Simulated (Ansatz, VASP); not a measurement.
**Two plane-wave programs on As**

Contents of INCAR:

```
SYSTEM = As
PREC = Accurate ; ENCUT = 400
EDIFF = 1E-6 ; ISMEAR = 0
SIGMA = 0.04 ; LREAL = .False.
LASPH = .True. ; NELM = 120
ALGO = Normal ; ISIF = 2
LWAVE = .False. ; LCHARG = .False.
LDIPOL = .True. ; IDIPOL = 3
DIPOL = 0.5 0.5 0.650 ; GGA = PS
NBANDS = 24 ; GGA_COMPAT = .False.
NELMDL = -8
```

The input KPOINTS:

```
Automatic mesh
0
Gamma
  6 6 1
  0 0 0
```

The input POSCAR:

```
As
1.0
    6.2721990896      0.0000000000      0.0000000000
   -3.1360995448      5.4318837492      0.0000000000
    0.0000000000      0.0000000000     23.2000000000
As
6
Direct
    0.6666670000      0.6666670000      0.6202393852
    0.3337921728      0.9992872919      0.6202372646
    1.0011651755      0.3337715717      0.6202351171
    0.3339603395      0.3328848591      0.6792647746
    1.0000982741      0.6664799376      0.6792617558
    0.6675646504      1.0003612615      0.6792661289
```

Input for Ansatz:

```yaml
crystal:
  lattice:
    - [6.2721993202, 0.0, 0.0]
    - [-3.1360996601, 5.4318839489, 0.0]
    - [0.0, 0.0, 23.2]
  atoms:
    - { symbol: As, position: [0.666667, 0.666667, 0.6202393917] }
    - { symbol: As, position: [0.3337921724, 0.9992872923, 0.6202372713] }
    - { symbol: As, position: [1.0011651706, 0.3337715676, 0.6202351239] }
    - { symbol: As, position: [0.3339603374, 0.3328848587, 0.6792647789] }
    - { symbol: As, position: [1.0000982739, 0.6664799371, 0.6792617608] }
    - { symbol: As, position: [0.6675646477, 1.0003612584, 0.6792661343] }
basis:
  ecutwfc: 420
kpoints:
  mp_grid: { grid: [6, 6, 1] }
hamiltonian:
  xc: pbesol
  pseudopotentials: { kind: paw, azcp: { folder: soft_1 } }
scf:
  occupations: { method: gaussian, width: 0.04 }
  n_extra_bands: 8
  max_iter: 160
output:
  forces: true
  eigenvalues: true
  write_density: true
  write_potential: true
  elf: true
  volumetric_format: npy
efield:
  axis: 3
  dipole_correction: true
```

Alike in both runs: task single point; functional PBEsol; k mesh 6 × 6 × 1; occupations gaussian, width 0.04 eV; no spin polarisation.

|  | VASP | Ansatz |
| --- | --- | --- |
| version | VASP 6.6.1 | Ansatz 0.2.0 |
| potentials or method | VASP PAW PBE potentials, release 64 (As), cutoff 400 eV | scalar-relativistic, plane waves, PAW |
| valence electrons in the cell | 30 | 90 |

```csv
,VASP,Ansatz,Ansatz less VASP
gap on the k mesh at the Fermi level (eV),1.69,1.69,-0.003
least direct gap on the mesh (eV),1.87,1.88,+0.011
rms of the force components (eV/Å),0.053,0.010,-0.0423
```

VASP's potentials were made for PBE, not for PBEsol, and Ansatz warns of the same on its side. Atom by atom the forces differ by 0.059 eV/Å (rms over components). VASP's potentials hold 30 valence electrons a cell and Ansatz's 90, so a difference there can come from the potentials and not from the codes. Ansatz's warnings: structure snapped to symmetry.
